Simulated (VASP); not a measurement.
Wanted: the native input for a VASP 6.6.1 run.

```yaml
Task: single point
Functional: PBEsol
Potentials_or_basis: VASP PAW PBE potentials, release 64 (Sn_d, O)
Cutoff: 520 eV
k_mesh: 12 × 12 × 12
Occupations: gaussian, width 0.05 eV
Spin: no spin polarisation
Dipole_correction: no
Further_INCAR_settings: ALGO = Normal; EDIFF = 1e-06; NBANDS = 20
```

The structure of SnO2 lies in POSCAR:

```
SnO2
1.0
    1.6195307937      0.9350365397      4.4491903378
   -1.6195307937      0.9350365397      4.4491903378
    0.0000000000     -1.8700730794      4.4491903378
Sn O
1 2
Direct
    0.5000000000      0.5000000000      0.5000000000
    0.2287404228      0.2287404228      0.2287404228
    0.7712595772      0.7712595772      0.7712595772
```

The input as run:

INCAR

```
  ALGO = Normal
  EDIFF = 1E-6
  ENCUT = 520
  GGA = PS
  ISIF = 2
  ISMEAR = 0
  LASPH = T
  LCHARG = F
  LREAL = F
  LWAVE = F
  NBANDS = 20
  NELM = 80
  PREC = Accurate
  SIGMA = 0.05
```

KPOINTS

```
k-points
0
Gamma
  12 12 12
```

Potentials or basis: VASP PAW PBE potentials, release 64 (Sn_d, O).

Command:

```sh
$ cat potpaw_PBE.64/Sn_d/POTCAR potpaw_PBE.64/O/POTCAR > POTCAR
$ mpirun -np 1 vasp_std > vasp.out
```

Results of the run:

- Pressure: 12.9 GPa
- Largest force: 2.259 eV/Å
- Band gap on the k mesh: 2.02 eV, indirect (least direct gap 2.59 eV)

Caveat: the PAW data sets were made with another functional, which shifts forces and pressure a little; spin-orbit coupling is left out, which moves the levels of the heavy elements.

Wall time 2.4 min on 1 thread of Intel(R) Xeon(R) Platinum 8375C CPU @ 2.90GHz (Ice Lake) (shared host), peak memory 0.3 GiB.
